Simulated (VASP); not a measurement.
A run of VASP 6.6.1 is set up as follows.

INCAR

```
SYSTEM = Au
ALGO = Normal
EDIFF = 1E-6
EDIFFG = -0.005
ENCUT = 600
GGA = PE
IBRION = 2
ISIF = 3
ISMEAR = -1
LASPH = .True.
LCHARG = .False.
LREAL = .False.
LWAVE = .False.
NELM = 60
NSW = 32
PREC = Accurate
PSTRESS = 8.6
SIGMA = 0.08
```

The input KPOINTS:

```
k-points
0
Gamma
  16 16 14
  0 0 0
```

File POSCAR:

```
Au
1.0
    2.8170632050      0.0000000000      0.0000000000
   -1.4085316025      2.4396482996      0.0000000000
    0.0000000000      0.0000000000      2.7980296877
Au
1
Direct
    0.0000000000      0.0000000000      0.0000000000
```

Potentials or basis: VASP PAW PBE potentials, release 64 (Au).

Command:

```sh
$ cat potpaw_PBE.64/Au/POTCAR > POTCAR
$ mpirun -np 1 vasp_std > vasp.out
```

(1) What does it give for the relaxed volume?

(2) Estimate the space group after relaxing (to 0.05 Å).

Results:

(1) 19.21 Å³/atom.

(2) P6/mmm (No. 191).

Caveat: the cell is relaxed towards a set pressure, so the enthalpy falls and the energy may rise.
